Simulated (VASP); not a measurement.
Here is a VASP 6.6.1 calculation.

INCAR

```
SYSTEM = C
PREC = Accurate
ENCUT = 520
EDIFF = 1E-6
ISMEAR = 0
SIGMA = 0.1
LREAL = .False.
LASPH = .True.
NELM = 80
ALGO = Normal
ISIF = 2
LWAVE = .False.
LCHARG = .False.
GGA = PE
NBANDS = 16
```

File KPOINTS:

```
regular mesh
0
Gamma
  24 24 6
  0 0 0
```

The input POSCAR:

```
C
1.0
    2.5775267841      0.0000000000      0.0000000000
   -1.2887633920      2.2322036740      0.0000000000
    0.0000000000      0.0000000000      8.2368819712
C
4
Direct
    0.0000000000      0.0000000000      0.2500000000
    0.0000000000      0.0000000000      0.7500000000
    0.3333333333      0.6666666667      0.2500000000
    0.6666666667      0.3333333333      0.7500000000
```

Potentials or basis: VASP PAW PBE potentials, release 64 (C).

Run with:

```bash
$ cat potpaw_PBE.64/C/POTCAR > POTCAR
$ mpirun -np 1 vasp_std > vasp.out
```

Q: Estimate the pressure.

A: -24.0 GPa.

Q: Predict the band gap on the k mesh.

A: Zero (filled and empty bands touch).

Stress tensor (GPa, compression positive):
```
-36.13   0.00   0.00
  0.00 -36.13   0.00
  0.00   0.00   0.12
```

Caveat: the cell differs from its parent crystal (biaxial strain in the a-b plane: +4.5 %); this functional lacks dispersion, which binds the layers, so the pressure and a relaxed spacing across them are unreliable.
